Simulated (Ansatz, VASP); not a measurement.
**Cs2Au in VASP and in Ansatz**

```xyz
3
Lattice="0.0000 4.2606 4.2606 4.2606 0.0000 4.2606 4.2606 4.2606 0.0000" Properties=species:S:1:pos:R:3 pbc="T T T"
Cs    0.0000    0.0000    0.0000
Cs    6.3910    6.3910    6.3910
Au    2.1303    2.1303    2.1303
```

Alike in both runs: task relaxation of cell and atoms; functional PBE; k mesh 10 × 10 × 10; occupations gaussian, width 0.1 eV; no spin polarisation.

|  | VASP | Ansatz |
| --- | --- | --- |
| version | VASP 6.6.1 | Ansatz 0.2.0 |
| potentials or method | VASP PAW PBE potentials, release 64 (Cs_sv, Au), cutoff 600 eV | scalar-relativistic, plane waves, PAW |
| valence electrons in the cell | 29 | 37 |

```csv
,VASP,Ansatz,Ansatz less VASP
"gap on the k mesh at the Fermi level, each at its own relaxed structure (eV)",none,none,-
relaxed volume (Å³/atom),55.67,54.85,-0.816
relaxed cell length with the largest relative difference (Å),6.181,6.151,-0.0303
```

A gap of «none» marks a metal or a gap that the smearing closes. VASP's potentials hold 29 valence electrons a cell and Ansatz's 37, so a difference there can come from the potentials and not from the codes.

Spin-orbit coupling is off throughout.
